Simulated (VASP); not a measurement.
Wanted: the native input for a VASP 6.6.1 run.

```yaml
Task: single point
Functional: PBE
Potentials_or_basis: VASP PAW PBE potentials, release 64 (Pt)
Cutoff: 500 eV
k_mesh: 8 × 8 × 8
Occupations: gaussian, width 0.1 eV
Spin: no spin polarisation
Dipole_correction: no
Further_INCAR_settings: ALGO = Normal; EDIFF = 1e-06; NBANDS = 11
```

The structure of Pt lies in POSCAR:

```
Pt
1.0
    0.0000000000      1.9836070086      1.9836070086
    1.9836070086      0.0000000000      1.9836070086
    1.9836070086      1.9836070086      0.0000000000
Pt
1
Direct
    0.0000000000      0.0000000000      0.0000000000
```

One way to write it, as run:

INCAR

```
ALGO     = Normal         # electronic algorithm
EDIFF    = 1E-6           # SCF threshold, eV
ENCUT    = 500            # plane-wave cutoff, eV
GGA      = PE             # functional
GGA_COMPAT= F            
ISIF     = 2              # what is computed and relaxed
ISMEAR   = 0              # smearing method
LASPH    = T              # aspherical terms in the spheres
LCHARG   = F              # write CHGCAR
LREAL    = F              # projectors in reciprocal space
LWAVE    = F              # write WAVECAR
NBANDS   = 11             # bands
NELM     = 120            # most SCF steps
PREC     = Accurate       # precision mode
SIGMA    = 0.1            # smearing width, eV
```

KPOINTS

```
k-points
0
Gamma
  8 8 8
```

Potentials or basis: VASP PAW PBE potentials, release 64 (Pt).

Run with:

```sh
$ cat potpaw_PBE.64/Pt/POTCAR > POTCAR
$ mpirun -np 1 vasp_std > vasp.out
```

It gave:

```yaml
Pressure: -0.6 GPa
Band_gap_on_the_k_mesh: zero (bands 5 and 6 overlap by 2.09 eV)
```

Caveat: spin-orbit coupling is left out, which moves the levels of the heavy elements.

Run time: 4 s on 1 thread of Intel(R) Xeon(R) Platinum 8259CL CPU @ 2.50GHz (Skylake/Cascade Lake), with other jobs on the host, peak memory 0.12 GiB.
